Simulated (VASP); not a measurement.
Ti2AlC, 8 atoms in the cell. The typed cell holds 8 atoms: a = 2.947 Å, b = 3.026 Å, c = 13.712 Å, α = 90.00°, β = 90.00°, γ = 119.07°.  This cell differs from its parent crystal: uniaxial strain along a: -3.0 %, then relaxed in part.

```yaml
Program: VASP 6.6.1
Task: single point
Functional: PBEsol
Potentials_or_basis: VASP PAW PBE potentials, release 64 (Ti_sv, Al, C)
Cutoff: 520 eV
k_mesh: 12 × 12 × 4
Occupations: gaussian, width 0.1 eV
Spin: no spin polarisation
Dipole_correction: no
Further_INCAR_settings: ALGO = Normal; EDIFF = 1e-06; NBANDS = 41
```

Potentials or basis: VASP PAW PBE potentials, release 64 (Ti_sv, Al, C).

Command:

```console
$ cat potpaw_PBE.64/Ti_sv/POTCAR potpaw_PBE.64/Al/POTCAR potpaw_PBE.64/C/POTCAR > POTCAR
$ mpirun -np 1 vasp_std > vasp.out
```

Hardware: 1 thread of Intel(R) Xeon(R) 6975P-C (Granite Rapids) (shared host).

**Question.** Estimate the wall time of this run.

**Answer.** It took 9.3 min on 1 thread of Intel(R) Xeon(R) 6975P-C (Granite Rapids), with other jobs on the host, peak memory 0.82 GiB. Counts: scf iterations 14, k points 222.
